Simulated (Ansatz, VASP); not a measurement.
**Si2Bi: VASP beside Ansatz**

```
Si Bi
1.0
     4.32909    0.00000    0.00000
    -2.16455    3.74911    0.00000
     0.00000    0.00000   10.40028
Si Bi
4 2
Direct
  0.33333 0.66667 0.85879
  0.66667 0.33333 0.35879
  0.66667 0.33333 0.14121
  0.33333 0.66667 0.64121
  0.00000 0.00000 0.00000
  0.00000 0.00000 0.50000
```

Alike in both runs: functional PBE; k mesh 12 × 12 × 4; occupations gaussian, width 0.1 eV; no spin polarisation.

Ansatz relaxed the structure, and its values are those at the end. VASP's run is a single point on that final structure, the one shown.

|  | VASP | Ansatz |
| --- | --- | --- |
| version | VASP 6.6.1 | Ansatz 0.2.0 |
| potentials or method | VASP PAW PBE potentials, release 64 (Si, Bi_d), cutoff 520 eV | scalar-relativistic, plane waves, PAW |
| valence electrons in the cell | 46 | 46 |

VASP gave:

```
gap on the k mesh at the Fermi level (eV) : none
pressure (GPa)                            : 0.0
rms of the force components (eV/Å)        : 0.006
```

Task: Estimate Ansatz's values.

Result: gap on the k mesh at the Fermi level (eV): none; pressure (GPa): 0.0; rms of the force components (eV/Å): 0.003.

A gap of «none» marks a metal or a gap that the smearing closes.

Spin-orbit coupling is off throughout.
